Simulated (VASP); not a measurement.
# In (Pm-3m) in VASP: single point with PBE

Aim: the single point of In with PBE.

Everything below comes from runs of VASP 6.6.1. Logs are shortened: lines on timing, memory, paths and dates and some standing lists are left out, and cuts for length are marked.

## 1. The cell of the first run

The structure is cubic, space group Pm-3m (No. 221). The conventional cell has a = 4.259 Å, b = 4.259 Å, c = 4.259 Å, α = 90.00°, β = 90.00°, γ = 90.00°. Within 5.6 Å of In (site symmetry m-3m) lie 6 In at 4.26 Å.

## 2. Single point, PBE

File INCAR:

```
ALGO = Normal ; EDIFF = 1E-6
ENCUT = 500 ; GGA = PE
GGA_COMPAT = False ; ISIF = 2
ISMEAR = -1 ; LASPH = True
LCHARG = False ; LREAL = False
LWAVE = False ; NBANDS = 12
NELM = 120 ; PREC = Accurate
SIGMA = 0.1
```

File KPOINTS:

```
k-points
0
Gamma
  6 6 6
```

File POSCAR:

```
In
1.0
    4.2585860000      0.0000000000      0.0000000000
    0.0000000000      4.2585860000      0.0000000000
    0.0000000000      0.0000000000      4.2585860000
In
1
Direct
    0.0000000000      0.0000000000      0.0000000000
```

Potentials or basis: VASP PAW PBE potentials, release 64 (In_d).

Launch:

```
$ cat potpaw_PBE.64/In_d/POTCAR > POTCAR
$ mpirun -np 1 vasp_std > vasp.out
```

OUTCAR:

```text
EDIFF = 1E-6
   ENCUT = 500
   GGA = PE
   ISIF = 2
   ISMEAR = -1
   LASPH = True
   LREAL = False
   NELM = 120
   PREC = Accurate

 ion  position               nearest neighbor table
   1  0.000  0.000  0.000-

  LATTYP: Found a simple cubic cell.
 ALAT       =     4.2585860000

  Lattice vectors:

 A1 = (   4.2585860000,   0.0000000000,   0.0000000000)
 A2 = (   0.0000000000,   4.2585860000,   0.0000000000)
 A3 = (   0.0000000000,   0.0000000000,   4.2585860000)

Analysis of symmetry for initial positions (statically):
=====================================================================
 Subroutine PRICEL returns:
 Original cell was already a primitive cell.

 Routine SETGRP: Setting up the symmetry group for a
 simple cubic supercell.

 Subroutine GETGRP returns: Found 48 space group operations
[... 9 lines left out ...]

 Routine SETGRP: Setting up the symmetry group for a
 simple cubic supercell.

 Subroutine GETGRP returns: Found 48 space group operations
[... 11 lines left out ...]
                                     Primitive cell

  volume of cell :      77.2318

  direct lattice vectors                    reciprocal lattice vectors
     4.258586000  0.000000000  0.000000000     0.234819727  0.000000000  0.000000000
     0.000000000  4.258586000  0.000000000     0.000000000  0.234819727  0.000000000
     0.000000000  0.000000000  4.258586000     0.000000000  0.000000000  0.234819727

  length of vectors
     4.258586000  4.258586000  4.258586000     0.234819727  0.234819727  0.234819727

  position of ions in fractional coordinates (direct lattice)
     0.000000000  0.000000000  0.000000000

  ion indices of the primitive-cell ions
   primitive index   ion index
                 1           1

----------------------------------------------------------------------------------------

 KPOINTS: k-points

Automatic generation of k-mesh.
 Grid dimensions read from file:
 generate k-points for:    6    6    6

 Generating k-lattice:

  Cartesian coordinates                     Fractional coordinates (reciprocal lattice)
     0.039136621  0.000000000  0.000000000     0.166666667  0.000000000  0.000000000
     0.000000000  0.039136621  0.000000000     0.000000000  0.166666667  0.000000000
     0.000000000  0.000000000  0.039136621     0.000000000  0.000000000  0.166666667
[... 52 lines left out ...]
   EDIFF  = 0.1E-05   stopping-criterion for ELM
   LREAL  =      F    real-space projection
   EDIFFG = 0.1E-04   stopping-criterion for IOM
   NSW    =      0    number of steps for IOM
   IBRION =     -1    ionic relax: 0-MD 1-quasi-New 2-CG
   NFREE  =      0    steps in history (QN), initial steepest desc. (CG)
   ISIF   =      2    stress and relaxation
   ISYM   =      2    0-nonsym 1-usesym 2-fastsym
   POTIM  = 0.5000    time-step for ionic-motion
   TEBEG  =    0.0;   TEEND  =   0.0 temperature during run
   PSTRESS=    0.0 pullay stress
   NELECT =      13.0000    total number of electrons
   NUPDOWN=      -1.0000    fix difference up-down
   EMIN   =  10.00;   EMAX   =-10.00  energy-range for DOS
   EFERMI =   0.00;   METHOD = LEGACY
   ISMEAR =    -1;   SIGMA  =   0.10  broadening in eV -4-tet -1-fermi 0-gaus
   EFERMI_NEDOS =   21; number of points for ismear=-14 and -15
   IALGO  =     38    algorithm
   IMIX   =      4    mixing-type and parameters
     AMIX     =   0.40;   BMIX     =  1.00
     AMIX_MAG =   1.60;   BMIX_MAG =  1.00
  volume/ion in A,a.u.               =      77.23       521.19
  Fermi-wavevector in a.u.,A,eV,Ry     =   0.903907  1.708137 11.116617  0.817048
  Thomas-Fermi vector in A             =   2.027290
   LORBIT       =      0    0 simple, 1 ext, 2 COOP (PROOUT), +10 PAW based schemes
   GGA     = PE    functional components
   LHFCALC =     F    Hartree Fock is set to
   AEXX    =    0.0000 exact exchange contribution
   IVDW    =     0    specifies the selected vdW correction
   LEPSILON=     F    determine dielectric tensor
   LRPA    =     F    only Hartree local field effects (RPA)
 non-spin polarized calculation
  energy-cutoff  :      500.00
  volume of cell :       77.23
 maximum number of plane-waves:      1984
 NGX is ok and might be reduce to    32
   NGX = 15   NGY = 15   NGZ = 15

 number of electron      13.0000012 magnetization

 Free energy of the ion-electron system (eV)
  ---------------------------------------------------
  ext. energy  EPLUGINS =         0.00000000
  ---------------------------------------------------
  free energy    TOTEN  =        -1.44994747 eV

  energy without entropy =       -1.39337820  energy(sigma->0) =       -1.42166284

 E-fermi :   0.5022     XC(G=0):  -5.9780

 val. band max:        0.4142006096   @ k =   0.5000   0.5000   0.0000
 cond. band min:       0.5274107891   @ k =   0.3333   0.1667   0.1667
 fundamental gap:      0.1132101795
 Fermi energy:         0.5022202884

 k-point     1 :       0.0000    0.0000    0.0000
  band No.  band energies     occupation
      1     -14.6251      2.00000
      2     -14.6251      2.00000
      3     -14.5895      2.00000
      4     -14.5895      2.00000
      5     -14.5895      2.00000
      6      -5.2966      2.00000
      7       3.4187      0.00000
      8       3.4187      0.00000
      9       3.4187      0.00000
     10       4.9905      0.00000
     11       6.4802      0.00000
     12       6.4802      0.00000
[... 271 lines left out ...]
 k-point    20 :       0.5000    0.5000    0.5000
  band No.  band energies     occupation
      1     -14.6074      2.00000
      2     -14.6074      2.00000
      3     -14.6074      2.00000
      4     -14.5754      2.00000
      5     -14.5754      2.00000
      6      -2.9601      2.00000
      7       1.2586      0.00104
      8       1.2586      0.00104
      9       1.2586      0.00104
     10       5.2406      0.00000
     11       5.2406      0.00000
     12       5.2406      0.00000

------------------------ aborting loop because EDIFF is reached ----------------------------------------

  FORCE on cell =-STRESS in cart. coord.  units (eV):
  Direction    XX          YY          ZZ          XY          YZ          ZX
  --------------------------------------------------------------------------------------
  -------------------------------------------------------------------------------------
  Total       -1.2336340     -1.2336340     -1.2336340     -0.0000000     -0.0000000     -0.0000000
  in kB      -25.5917883    -25.5917883    -25.5917883     -0.0000000     -0.0000000     -0.0000000
  external PRESSURE =     -25.5917883 kB  Pullay stress =       0.0000000 kB

 VOLUME and BASIS-vectors are now :
 -----------------------------------------------------------------------------
  energy-cutoff  :      500.00
  volume of cell :       77.23
      direct lattice vectors                 reciprocal lattice vectors
     4.258586000  0.000000000  0.000000000     0.234819727  0.000000000  0.000000000
     0.000000000  4.258586000  0.000000000     0.000000000  0.234819727  0.000000000
     0.000000000  0.000000000  4.258586000     0.000000000  0.000000000  0.234819727

 POSITION                                       TOTAL-FORCE (eV/Angst)
 -----------------------------------------------------------------------------------
      0.00000      0.00000      0.00000         0.000000      0.000000      0.000000
 -----------------------------------------------------------------------------------
    total drift:                                0.000000      0.000000      0.000000

  FREE ENERGIE OF THE ION-ELECTRON SYSTEM (eV)
  ---------------------------------------------------
  free  energy   TOTEN  =        -1.4499474738 eV

  energy  without entropy=       -1.3933781996  energy(sigma->0) =       -1.42166284
```

OSZICAR:

```text
N       E                     dE             d eps       ncg     rms          rms(c)
DAV:   1     0.742325893417E+02    0.74233E+02   -0.54337E+03   480   0.905E+02
DAV:   2     0.285128114343E+01   -0.71381E+02   -0.70416E+02   500   0.233E+02
DAV:   3    -0.132533397032E+01   -0.41766E+01   -0.41667E+01   576   0.648E+01
DAV:   4    -0.144633179514E+01   -0.12100E+00   -0.12097E+00   604   0.131E+01
DAV:   5    -0.145137225485E+01   -0.50405E-02   -0.50402E-02   652   0.196E+00    0.337E-01
DAV:   6    -0.144940459597E+01    0.19677E-02   -0.73629E-03   592   0.109E+00    0.211E-01
DAV:   7    -0.144961125846E+01   -0.20666E-03   -0.45808E-03   568   0.644E-01    0.708E-02
DAV:   8    -0.144985804654E+01   -0.24679E-03   -0.44264E-04   516   0.308E-01    0.237E-02
DAV:   9    -0.144992730242E+01   -0.69256E-04   -0.39762E-05   508   0.405E-02    0.905E-03
DAV:  10    -0.144994593278E+01   -0.18630E-04   -0.17620E-05   488   0.190E-02    0.243E-03
DAV:  11    -0.144994760385E+01   -0.16711E-05   -0.17131E-06   564   0.814E-03    0.123E-03
DAV:  12    -0.144994747381E+01    0.13004E-06   -0.26097E-07   344   0.535E-03
   1 F= -.14499475E+01 E0= -.14216628E+01  d E =-.565693E-01
```

Run time: 7.1 s. Hardware: 1 thread of AMD EPYC 9R45 (Zen 5), shared host; peak memory 0.14 GiB.

What came out:

```yaml
Free_energy: -1.4499 eV
Pressure: -2.6 GPa
```

Caveat: spin-orbit coupling is left out, which moves the levels of the heavy elements.
